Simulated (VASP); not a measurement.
# SnTe (I4/mmm) in VASP: a series of runs, part 2 of 2

VASP 6.6.1. The steps go on from the part before.

## 5. Single point, PBEsol (in-plane strain +0.005)

File INCAR:

```
SYSTEM = SnTe
ALGO = Normal
EDIFF = 1E-7
ENCUT = 520
GGA = PS
ISIF = 2
ISMEAR = 0
LASPH = .True.
LCHARG = .False.
LREAL = .False.
LWAVE = .False.
NBANDS = 17
NELM = 60
PREC = Accurate
SIGMA = 0.01
```

File KPOINTS:

```
k-points
0
Gamma
  10 10 10
  0 0 0
```

File POSCAR:

```
SnTe
1.0
    3.1599565776      3.1599565776      0.0000000000
   -3.1599565776      3.1599565776      0.0000000000
    0.0000000000      3.1599565776      3.1348026944
Sn Te
1 1
Direct
    0.0000000000      0.0000000000      0.0000000000
    0.5000000000      0.5000000000      0.0000000000
```

Potentials or basis: VASP PAW PBE potentials, release 64 (Sn_d, Te).

The run is started by

```sh
> cat potpaw_PBE.64/Sn_d/POTCAR potpaw_PBE.64/Te/POTCAR > POTCAR
> mpirun -np 1 vasp_std > vasp.out
```

OUTCAR:

```text
SYSTEM = SnTe
   EDIFF = 1E-7
   ENCUT = 520
   GGA = PS
   ISIF = 2
   ISMEAR = 0
   LASPH = .True.
   LREAL = .False.
   NELM = 60
   PREC = Accurate

 ion  position               nearest neighbor table
   1  0.000  0.000  0.000-   2 3.13   2 3.13   2 3.16   2 3.16   2 3.16   2 3.16
   2  0.500  0.500  0.000-   1 3.13   1 3.13   1 3.16   1 3.16   1 3.16   1 3.16

  LATTYP: Found a body centered tetragonal cell.
 ALAT       =     4.4688534486
 C/A-ratio  =     1.4029561410

  Lattice vectors:

 A1 = (   3.1599565776,   0.0000000000,  -3.1348026944)
 A2 = (  -3.1599565776,   0.0000000000,  -3.1348026944)
 A3 = (   0.0000000000,   3.1599565776,   3.1348026944)

Analysis of symmetry for initial positions (statically):
=====================================================================
 Subroutine PRICEL returns:
 Original cell was already a primitive cell.

 Routine SETGRP: Setting up the symmetry group for a
 body centered tetragonal supercell.

 Subroutine GETGRP returns: Found 16 space group operations
 (whereof 16 operations were pure point group operations)
 out of a pool of 16 trial point group operations.

The static configuration has the point symmetry D_4h.

Analysis of symmetry for dynamics (positions and initial velocities):
=====================================================================
 Subroutine PRICEL returns:
 Original cell was already a primitive cell.

 Routine SETGRP: Setting up the symmetry group for a
 body centered tetragonal supercell.

 Subroutine GETGRP returns: Found 16 space group operations
 (whereof 16 operations were pure point group operations)
 out of a pool of 16 trial point group operations.

The dynamic configuration has the point symmetry D_4h.

 Subroutine INISYM returns: Found 16 space group operations
 (whereof 16 operations are pure point group operations),
 and found     1 'primitive' translations

----------------------------------------------------------------------------------------

                                     Primitive cell

  volume of cell :      62.6041

  direct lattice vectors                    reciprocal lattice vectors
     3.159956578  3.159956578  0.000000000     0.158230022  0.158230022 -0.159499672
    -3.159956578  3.159956578  0.000000000    -0.158230022  0.158230022 -0.159499672
     0.000000000  3.159956578  3.134802694     0.000000000  0.000000000  0.318999343

  length of vectors
     4.468853449  4.468853449  4.451102504     0.274797426  0.274797426  0.318999343

  position of ions in fractional coordinates (direct lattice)
     0.000000000  0.000000000  0.000000000
     0.500000000  0.500000000  0.000000000

  ion indices of the primitive-cell ions
   primitive index   ion index
                 1           1
                 2           2

----------------------------------------------------------------------------------------

 KPOINTS: k-points

Automatic generation of k-mesh.
 Grid dimensions read from file:
 generate k-points for:   10   10   10

 Generating k-lattice:

  Cartesian coordinates                     Fractional coordinates (reciprocal lattice)
     0.015823002  0.015823002 -0.015949967     0.100000000  0.000000000  0.000000000
    -0.015823002  0.015823002 -0.015949967     0.000000000  0.100000000  0.000000000
     0.000000000  0.000000000  0.031899934     0.000000000  0.000000000  0.100000000

  Length of vectors
     0.027479743  0.027479743  0.031899934

  Shift w.r.t. Gamma in fractional coordinates (k-lattice)
     0.000000000  0.000000000  0.000000000

 Subroutine IBZKPT returns following result:
 ===========================================

 Found    102 irreducible k-points:

 Following reciprocal coordinates:
            Coordinates               Weight
  0.000000  0.000000  0.000000      1.000000
  0.100000  0.000000  0.000000      8.000000
  0.200000  0.000000  0.000000      8.000000
  0.300000  0.000000  0.000000      8.000000
  0.400000  0.000000  0.000000      8.000000
  0.500000  0.000000  0.000000      4.000000
[... 16 lines left out ...]
  0.300000  0.300000  0.000000      8.000000
  0.400000  0.300000  0.000000     16.000000
 [... further k-points ...]
   k-points           NKPTS =    102   k-points in BZ     NKDIM =    102   number of bands    NBANDS=     17
   number of dos      NEDOS =    301   number of ions     NIONS =      2
   total plane-waves  NPLWV =  46656
   dimension x,y,z NGX =    36 NGY =   36 NGZ =   36
   dimension x,y,z NGXF=    72 NGYF=   72 NGZF=   72
   ions per type =               1   1
   NGX,Y,Z   is equivalent  to a cutoff of  13.39, 13.39, 13.45 a.u.
   NGXF,Y,Z  is equivalent  to a cutoff of  26.78, 26.78, 26.89 a.u.
 SYSTEM =  SnTe
   PREC   = accura    normal or accurate (medium, high low for compatibility)
   ISTART =      0    job   : 0-new  1-cont  2-samecut
   ICHARG =      2    charge: 1-file 2-atom 10-const
   ISPIN  =      1    spin polarized calculation?
   LNONCOLLINEAR =      F non collinear calculations
   LSORBIT =      F    spin-orbit coupling
   LASPH  =      T    aspherical Exc in radial PAW
   ENCUT  =  520.0 eV  38.22 Ry    6.18 a.u.   8.31  8.31  8.28*2*pi/ulx,y,z
   NELM   =     60;   NELMIN=  2; NELMDL= -5     # of ELM steps
   EDIFF  = 0.1E-06   stopping-criterion for ELM
   LREAL  =      F    real-space projection
   EDIFFG = 0.1E-05   stopping-criterion for IOM
   NSW    =      0    number of steps for IOM
   IBRION =     -1    ionic relax: 0-MD 1-quasi-New 2-CG
   NFREE  =      0    steps in history (QN), initial steepest desc. (CG)
   ISIF   =      2    stress and relaxation
   ISYM   =      2    0-nonsym 1-usesym 2-fastsym
   POTIM  = 0.5000    time-step for ionic-motion
   TEBEG  =    0.0;   TEEND  =   0.0 temperature during run
   PSTRESS=    0.0 pullay stress
   NELECT =      20.0000    total number of electrons
   NUPDOWN=      -1.0000    fix difference up-down
   EMIN   =  10.00;   EMAX   =-10.00  energy-range for DOS
   EFERMI =   0.00;   METHOD = LEGACY
   ISMEAR =     0;   SIGMA  =   0.01  broadening in eV -4-tet -1-fermi 0-gaus
   EFERMI_NEDOS =   21; number of points for ismear=-14 and -15
   IALGO  =     38    algorithm
   IMIX   =      4    mixing-type and parameters
     AMIX     =   0.40;   BMIX     =  1.00
     AMIX_MAG =   1.60;   BMIX_MAG =  1.00
  volume/ion in A,a.u.               =      31.30       211.24
  Fermi-wavevector in a.u.,A,eV,Ry     =   1.119139  2.114866 17.040916  1.252472
  Thomas-Fermi vector in A             =   2.255776
   LORBIT       =      0    0 simple, 1 ext, 2 COOP (PROOUT), +10 PAW based schemes
   GGA     = PS    functional components
   LHFCALC =     F    Hartree Fock is set to
   AEXX    =    0.0000 exact exchange contribution
   IVDW    =     0    specifies the selected vdW correction
   LEPSILON=     F    determine dielectric tensor
   LRPA    =     F    only Hartree local field effects (RPA)
 non-spin polarized calculation
 Gauss-broadening in eV      SIGMA  =   0.01
  energy-cutoff  :      520.00
  volume of cell :       62.60
 maximum number of plane-waves:      1711
 NGX is ok and might be reduce to    36
   NGX = 17   NGY = 17   NGZ = 17

 number of electron      19.9999999 magnetization

 Free energy of the ion-electron system (eV)
  ---------------------------------------------------
  ext. energy  EPLUGINS =         0.00000000
  ---------------------------------------------------
  free energy    TOTEN  =        -8.33755626 eV

  energy without entropy =       -8.33755626  energy(sigma->0) =       -8.33755626

 E-fermi :   6.8074     XC(G=0):  -9.6500

 val. band max:        6.7430584128   @ k =   0.5000   0.0000   0.0000
 cond. band min:       6.8869491711   @ k =   0.5000   0.0000   0.0000
 fundamental gap:      0.1438907582
 Fermi energy:         6.8074499364

 k-point     1 :       0.0000    0.0000    0.0000
  band No.  band energies     occupation
      1     -14.9876      2.00000
      2     -14.9850      2.00000
      3     -14.9808      2.00000
      4     -14.9787      2.00000
      5     -14.9787      2.00000
      6      -6.0195      2.00000
[... 9 lines left out ...]
     16      11.5507      0.00000
     17      13.4852      0.00000
[... 441 lines left out ...]
 k-point    24 :       0.4000    0.3000    0.0000
  band No.  band energies     occupation
      1     -14.9982      2.00000
      2     -14.9861      2.00000
      3     -14.9773      2.00000
      4     -14.9735      2.00000
      5     -14.9703      2.00000
      6      -4.4486      2.00000
[... 9 lines left out ...]
     16      14.8715      0.00000
     17      17.2467      0.00000

 [... further k-points ...]

------------------------ aborting loop because EDIFF is reached ----------------------------------------

  FORCE on cell =-STRESS in cart. coord.  units (eV):
  Direction    XX          YY          ZZ          XY          YZ          ZX
  --------------------------------------------------------------------------------------
  -------------------------------------------------------------------------------------
  Total       -0.2627492     -0.2627492      0.1484472      0.0000000      0.0000000      0.0000000
  in kB       -6.7243375     -6.7243375      3.7990954      0.0000000      0.0000000      0.0000000
  external PRESSURE =      -3.2165266 kB  Pullay stress =       0.0000000 kB

 VOLUME and BASIS-vectors are now :
 -----------------------------------------------------------------------------
  energy-cutoff  :      520.00
  volume of cell :       62.60
      direct lattice vectors                 reciprocal lattice vectors
     3.159956578  3.159956578  0.000000000     0.158230022  0.158230022 -0.159499672
    -3.159956578  3.159956578  0.000000000    -0.158230022  0.158230022 -0.159499672
     0.000000000  3.159956578  3.134802694     0.000000000  0.000000000  0.318999343

 POSITION                                       TOTAL-FORCE (eV/Angst)
 -----------------------------------------------------------------------------------
      0.00000      0.00000      0.00000        -0.000000      0.000000      0.000000
      0.00000      3.15996      0.00000         0.000000     -0.000000      0.000000
 -----------------------------------------------------------------------------------
    total drift:                                0.000000      0.000000     -0.000000

  FREE ENERGIE OF THE ION-ELECTRON SYSTEM (eV)
  ---------------------------------------------------
  free  energy   TOTEN  =        -8.3375562584 eV

  energy  without entropy=       -8.3375562584  energy(sigma->0) =       -8.33755626
```

OSZICAR:

```text
N       E                     dE             d eps       ncg     rms          rms(c)
DAV:   1     0.126274309390E+03    0.12627E+03   -0.95333E+03  3526   0.135E+03
DAV:   2     0.311395699552E+01   -0.12316E+03   -0.12000E+03  3790   0.335E+02
DAV:   3    -0.806232023981E+01   -0.11176E+02   -0.11107E+02  4269   0.894E+01
DAV:   4    -0.838159320544E+01   -0.31927E+00   -0.31906E+00  4129   0.157E+01
DAV:   5    -0.839439711977E+01   -0.12804E-01   -0.12803E-01  5054   0.304E+00    0.473E+00
DAV:   6    -0.834015020637E+01    0.54247E-01   -0.11621E-01  4792   0.266E+00    0.296E+00
DAV:   7    -0.833810450553E+01    0.20457E-02   -0.45429E-02  4436   0.125E+00    0.717E-01
DAV:   8    -0.833751376389E+01    0.59074E-03   -0.68443E-03  4440   0.697E-01    0.155E-01
DAV:   9    -0.833757613736E+01   -0.62373E-04   -0.58132E-04  4717   0.215E-01    0.337E-02
DAV:  10    -0.833755701432E+01    0.19123E-04   -0.70880E-05  4632   0.754E-02    0.205E-02
DAV:  11    -0.833755666244E+01    0.35187E-06   -0.31916E-05  4690   0.469E-02    0.271E-02
DAV:  12    -0.833755645222E+01    0.21022E-06   -0.27018E-06  4410   0.133E-02    0.141E-02
DAV:  13    -0.833755631180E+01    0.14042E-06   -0.14071E-07  3204   0.242E-03    0.888E-03
DAV:  14    -0.833755625837E+01    0.53424E-07   -0.14815E-07  2181   0.450E-03
   1 F= -.83375563E+01 E0= -.83375563E+01  d E =-.222060E-22
```

It took 1.8 min on 1 thread of Intel Xeon Platinum 8259CL at 2.50GHz (Skylake/Cascade Lake), shared host; peak memory 0.28 GiB.

Results:

```
Free energy            : -8.3376 eV
Pressure               : -0.3 GPa
Band gap on the k mesh : 0.14 eV
```

Stress tensor (GPa, compression positive):
```
-0.67  0.00  0.00
 0.00 -0.67  0.00
 0.00  0.00  0.38
```

Levels at points of the mesh, in eV from the valence-band top:
```
           k point  band 6  band 7  band 8  band 9  band 10  band 11  band 12  band 13  band 14  band 15
(0.00, 0.00, 0.00)  -12.76   -4.66   -2.14   -2.05    -2.05     3.32     3.32     3.52     4.75     4.75
(0.50, 0.00, 0.00)  -11.48   -8.30   -1.75   -1.73     0.00     0.14     0.38     0.42     7.74     8.75
(0.50, 0.50, 0.00)  -11.19   -6.42   -5.54   -3.73    -3.64     2.16     4.87     5.08     6.37     9.08
(0.00, 0.00, 0.50)  -11.14   -6.47   -5.55   -3.70    -3.70     2.14     4.94     4.94     6.50     9.08
```

Caveat: the cell differs from its parent crystal (in-plane strain +0.005); the PAW data sets were made with another functional, which shifts forces and pressure a little; spin-orbit coupling is left out, which moves the levels of the heavy elements. A k mesh can miss the band edges.

## 6. Summary

```csv
cell,gap on the mesh (eV),pressure (GPa)
"a = 4.424, b = 4.424, c = 4.436 Å, angles 60.1, 60.1, 90.0°, 2 atoms",0.19,0.5
"a = 4.424, b = 4.424, c = 4.442 Å, angles 60.1, 60.1, 90.0°, 2 atoms",0.19,0.3
"a = 4.469, b = 4.469, c = 4.457 Å, angles 59.9, 59.9, 90.0°, 2 atoms",0.13,-0.5
"a = 4.469, b = 4.469, c = 4.451 Å, angles 59.9, 59.9, 90.0°, 2 atoms",0.14,-0.3
```

Alike in all rows: task single point; level PBEsol; potentials or basis VASP PAW PBE potentials, release 64 (Sn_d, Te); no spin polarisation; k mesh 10 × 10 × 10; cutoff (eV) 520; smearing gaussian 0.01 eV.

Caveats: the PAW data sets were made with another functional, which shifts forces and pressure a little; spin-orbit coupling is left out, which moves the levels of the heavy elements.

Absolute energies hang on the potentials; compare differences alone.
